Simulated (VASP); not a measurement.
# Nb in VASP: notebook

The runs below take Nb through single point, with PBEsol.

All numbers are computed with VASP 6.6.1; they aren't measurements. Logs are shortened: lines on timing, memory, paths and dates and some standing lists are left out, and cuts for length are marked.

**1. The cell of the first run**

Symmetry: Fm-3m, No. 225, cubic system. Conventional cell: a = 4.166 Å, b = 4.166 Å, c = 4.166 Å, α = 90.00°, β = 90.00°, γ = 90.00°. Nb (site symmetry m-3m) has 12 Nb at 2.95 Å within 3.9 Å.

**2. Single point, PBEsol**

INCAR reads:

```
SYSTEM = Nb
  ALGO = Normal
  EDIFF = 1E-6
  ENCUT = 500
  GGA = PS
  GGA_COMPAT = .False.
  ISIF = 2
  ISMEAR = 0
  LASPH = .True.
  LCHARG = .True.
  LELF = .True.
  LREAL = .False.
  LVHAR = .True.
  LWAVE = .False.
  NBANDS = 12
  NELM = 120
  PREC = Accurate
  SIGMA = 0.1
```

KPOINTS reads:

```
k-points
0
Gamma
  8 8 8
  0 0 0
```

POSCAR reads:

```
Nb
1.0
    0.0000000000      2.0827619885      2.0827619885
    2.0827619885      0.0000000000      2.0827619885
    2.0827619885      2.0827619885      0.0000000000
Nb
1
Direct
    0.0000000000      0.0000000000      0.0000000000
```

Potentials or basis: VASP PAW PBE potentials, release 64 (Nb_sv).

Started as:

```console
$ cat potpaw_PBE.64/Nb_sv/POTCAR > POTCAR
$ mpirun -np 1 vasp_std > vasp.out
```

OUTCAR:

```text
SYSTEM = Nb
   EDIFF = 1E-6
   ENCUT = 500
   GGA = PS
   ISIF = 2
   ISMEAR = 0
   LASPH = .True.
   LREAL = .False.
   NELM = 120
   PREC = Accurate

 ion  position               nearest neighbor table
   1  0.000  0.000  0.000-

  LATTYP: Found a face centered cubic cell.
 ALAT       =     4.1655239770

  Lattice vectors:

 A1 = (   0.0000000000,   2.0827619885,   2.0827619885)
 A2 = (   2.0827619885,   0.0000000000,   2.0827619885)
 A3 = (   2.0827619885,   2.0827619885,   0.0000000000)

Analysis of symmetry for initial positions (statically):
=====================================================================
 Subroutine PRICEL returns:
 Original cell was already a primitive cell.

 Routine SETGRP: Setting up the symmetry group for a
 face centered cubic supercell.

 Subroutine GETGRP returns: Found 48 space group operations
 (whereof 48 operations were pure point group operations)
 out of a pool of 48 trial point group operations.

The static configuration has the point symmetry O_h .

Analysis of symmetry for dynamics (positions and initial velocities):
=====================================================================
 Subroutine PRICEL returns:
 Original cell was already a primitive cell.

 Routine SETGRP: Setting up the symmetry group for a
 face centered cubic supercell.

 Subroutine GETGRP returns: Found 48 space group operations
 (whereof 48 operations were pure point group operations)
 out of a pool of 48 trial point group operations.

The dynamic configuration has the point symmetry O_h .

 Subroutine INISYM returns: Found 48 space group operations
 (whereof 48 operations are pure point group operations),
 and found     1 'primitive' translations

----------------------------------------------------------------------------------------

                                     Primitive cell

  volume of cell :      18.0696

  direct lattice vectors                    reciprocal lattice vectors
     0.000000000  2.082761989  2.082761989    -0.240065837  0.240065837  0.240065837
     2.082761989  0.000000000  2.082761989     0.240065837 -0.240065837  0.240065837
     2.082761989  2.082761989  0.000000000     0.240065837  0.240065837 -0.240065837

  length of vectors
     2.945470251  2.945470251  2.945470251     0.415806227  0.415806227  0.415806227

  position of ions in fractional coordinates (direct lattice)
     0.000000000  0.000000000  0.000000000

  ion indices of the primitive-cell ions
   primitive index   ion index
                 1           1

----------------------------------------------------------------------------------------

 KPOINTS: k-points

Automatic generation of k-mesh.
 Grid dimensions read from file:
 generate k-points for:    8    8    8

 Generating k-lattice:

  Cartesian coordinates                     Fractional coordinates (reciprocal lattice)
    -0.030008230  0.030008230  0.030008230     0.125000000  0.000000000  0.000000000
     0.030008230 -0.030008230  0.030008230     0.000000000  0.125000000  0.000000000
     0.030008230  0.030008230 -0.030008230     0.000000000  0.000000000  0.125000000

  Length of vectors
     0.051975778  0.051975778  0.051975778

  Shift w.r.t. Gamma in fractional coordinates (k-lattice)
     0.000000000  0.000000000  0.000000000

 Subroutine IBZKPT returns following result:
 ===========================================

 Found     29 irreducible k-points:

 Following reciprocal coordinates:
            Coordinates               Weight
  0.000000  0.000000  0.000000      1.000000
  0.125000  0.000000  0.000000      8.000000
  0.250000  0.000000  0.000000      8.000000
  0.375000  0.000000  0.000000      8.000000
  0.500000  0.000000  0.000000      4.000000
  0.125000  0.125000  0.000000      6.000000
[... 16 lines left out ...]
  0.500000  0.250000  0.125000     48.000000
 -0.375000  0.250000  0.125000     24.000000
 [... further k-points ...]
   k-points           NKPTS =     29   k-points in BZ     NKDIM =     29   number of bands    NBANDS=     12
   number of dos      NEDOS =    301   number of ions     NIONS =      1
   total plane-waves  NPLWV =  13824
   dimension x,y,z NGX =    24 NGY =   24 NGZ =   24
   dimension x,y,z NGXF=    48 NGYF=   48 NGZF=   48
   ions per type =               1
   NGX,Y,Z   is equivalent  to a cutoff of  13.55, 13.55, 13.55 a.u.
   NGXF,Y,Z  is equivalent  to a cutoff of  27.09, 27.09, 27.09 a.u.
 SYSTEM =  Nb
   PREC   = accura    normal or accurate (medium, high low for compatibility)
   ISTART =      0    job   : 0-new  1-cont  2-samecut
   ICHARG =      2    charge: 1-file 2-atom 10-const
   ISPIN  =      1    spin polarized calculation?
   LNONCOLLINEAR =      F non collinear calculations
   LSORBIT =      F    spin-orbit coupling
   LASPH  =      T    aspherical Exc in radial PAW
   ENCUT  =  500.0 eV  36.75 Ry    6.06 a.u.   5.37  5.37  5.37*2*pi/ulx,y,z
   NELM   =    120;   NELMIN=  2; NELMDL= -5     # of ELM steps
   EDIFF  = 0.1E-05   stopping-criterion for ELM
   LREAL  =      F    real-space projection
   EDIFFG = 0.1E-04   stopping-criterion for IOM
   NSW    =      0    number of steps for IOM
   IBRION =     -1    ionic relax: 0-MD 1-quasi-New 2-CG
   NFREE  =      0    steps in history (QN), initial steepest desc. (CG)
   ISIF   =      2    stress and relaxation
   ISYM   =      2    0-nonsym 1-usesym 2-fastsym
   POTIM  = 0.5000    time-step for ionic-motion
   TEBEG  =    0.0;   TEEND  =   0.0 temperature during run
   PSTRESS=    0.0 pullay stress
   NELECT =      13.0000    total number of electrons
   NUPDOWN=      -1.0000    fix difference up-down
   EMIN   =  10.00;   EMAX   =-10.00  energy-range for DOS
   EFERMI =   0.00;   METHOD = LEGACY
   ISMEAR =     0;   SIGMA  =   0.10  broadening in eV -4-tet -1-fermi 0-gaus
   EFERMI_NEDOS =   21; number of points for ismear=-14 and -15
   IALGO  =     38    algorithm
   IMIX   =      4    mixing-type and parameters
     AMIX     =   0.40;   BMIX     =  1.00
     AMIX_MAG =   1.60;   BMIX_MAG =  1.00
  volume/ion in A,a.u.               =      18.07       121.94
  Fermi-wavevector in a.u.,A,eV,Ry     =   1.466920  2.772076 29.277738  2.151853
  Thomas-Fermi vector in A             =   2.582599
   LORBIT       =      0    0 simple, 1 ext, 2 COOP (PROOUT), +10 PAW based schemes
   GGA     = PS    functional components
   LHFCALC =     F    Hartree Fock is set to
   AEXX    =    0.0000 exact exchange contribution
   IVDW    =     0    specifies the selected vdW correction
   LEPSILON=     F    determine dielectric tensor
   LRPA    =     F    only Hartree local field effects (RPA)
 non-spin polarized calculation
 Gauss-broadening in eV      SIGMA  =   0.10
  energy-cutoff  :      500.00
  volume of cell :       18.07
 maximum number of plane-waves:       471
 NGX is ok and might be reduce to    24
   NGX = 11   NGY = 11   NGZ = 11

 number of electron      13.0000000 magnetization

 Free energy of the ion-electron system (eV)
  ---------------------------------------------------
  ext. energy  EPLUGINS =         0.00000000
  ---------------------------------------------------
  free energy    TOTEN  =       -10.60075754 eV

  energy without entropy =      -10.59294623  energy(sigma->0) =      -10.59685188

 E-fermi :  11.3749     XC(G=0): -12.6123

 val. band max:       11.3735090371   @ k =   0.5000   0.2500   0.0000
 cond. band min:      11.4505817335   @ k =   0.3750   0.0000   0.0000
 fundamental gap:      0.0770726964
 Fermi energy:        11.3749418501

 k-point     1 :       0.0000    0.0000    0.0000
  band No.  band energies     occupation
      1     -43.2629      2.00000
      2     -18.5966      2.00000
      3     -18.5966      2.00000
      4     -18.5966      2.00000
      5       5.0289      2.00000
      6      11.4572      0.24491
      7      11.4572      0.24491
      8      11.4572      0.24491
      9      14.1917      0.00000
     10      14.1917      0.00000
     11      23.2433      0.00000
     12      28.1437      0.00000

 k-point     2 :       0.1250    0.0000    0.0000
  band No.  band energies     occupation
      1     -43.2302      2.00000
      2     -18.8079      2.00000
      3     -18.6226      2.00000
      4     -18.6226      2.00000
      5       5.6143      2.00000
      6      11.0409      2.00000
      7      11.7043      0.00000
      8      11.7043      0.00000
      9      13.9907      0.00000
     10      13.9907      0.00000
     11      24.3556      0.00000
     12      26.3667      0.00000

 k-point     3 :       0.2500    0.0000    0.0000
  band No.  band energies     occupation
      1     -43.1501      2.00000
      2     -19.2983      2.00000
      3     -18.6846      2.00000
      4     -18.6846      2.00000
      5       6.8771      2.00000
      6      10.6515      2.00000
      7      11.8381      0.00000
      8      11.8381      0.00000
      9      14.2543      0.00000
     10      14.2543      0.00000
     11      23.7668      0.00000
     12      26.8829      0.00000
[... 286 lines left out ...]
 k-point    23 :       0.5000    0.2500    0.1250
  band No.  band energies     occupation
      1     -43.0246      2.00000
      2     -19.6598      2.00000
      3     -19.0869      2.00000
      4     -18.8438      2.00000
      5       8.6438      2.00000
      6       9.8893      2.00000
      7      10.5630      2.00000
      8      12.8756      0.00000
      9      15.0432      0.00000
     10      17.8575      0.00000
     11      23.3764      0.00000
     12      26.3114      0.00000

 k-point    24 :      -0.3750    0.2500    0.1250
  band No.  band energies     occupation
      1     -42.9971      2.00000
      2     -19.7664      2.00000
      3     -19.1335      2.00000
      4     -18.8851      2.00000
      5       8.6944      2.00000
      6       9.6465      2.00000
      7      11.2877      1.78247
      8      12.5729      0.00000
      9      15.9040      0.00000
     10      19.0264      0.00000
     11      21.4043      0.00000
     12      25.8105      0.00000

 [... further k-points ...]
[... 5 lines left out ...]
  --------------------------------------------------------------------------------------
  -------------------------------------------------------------------------------------
  Total       -0.0265035     -0.0265035     -0.0265035      0.0000000     -0.0000000      0.0000000
  in kB       -2.3499809     -2.3499809     -2.3499809      0.0000000     -0.0000000      0.0000000
  external PRESSURE =      -2.3499809 kB  Pullay stress =       0.0000000 kB

 VOLUME and BASIS-vectors are now :
 -----------------------------------------------------------------------------
  energy-cutoff  :      500.00
  volume of cell :       18.07
      direct lattice vectors                 reciprocal lattice vectors
     0.000000000  2.082761989  2.082761989    -0.240065837  0.240065837  0.240065837
     2.082761989  0.000000000  2.082761989     0.240065837 -0.240065837  0.240065837
     2.082761989  2.082761989  0.000000000     0.240065837  0.240065837 -0.240065837

 POSITION                                       TOTAL-FORCE (eV/Angst)
 -----------------------------------------------------------------------------------
      0.00000      0.00000      0.00000         0.000000      0.000000      0.000000
 -----------------------------------------------------------------------------------
    total drift:                               -0.000000      0.000000      0.000000

  FREE ENERGIE OF THE ION-ELECTRON SYSTEM (eV)
  ---------------------------------------------------
  free  energy   TOTEN  =       -10.6007575403 eV

  energy  without entropy=      -10.5929462280  energy(sigma->0) =      -10.59685188
```

It used 9.2 s of CPU time on 1 thread of AMD EPYC 7R13 Processor (Zen 3) (shared host).

What came out:

```
Free energy : -10.6008 eV
Pressure    : -0.2 GPa
```

Caveat: the PAW data sets were made with another functional, which shifts forces and pressure a little.

[end of part 1 of 2]
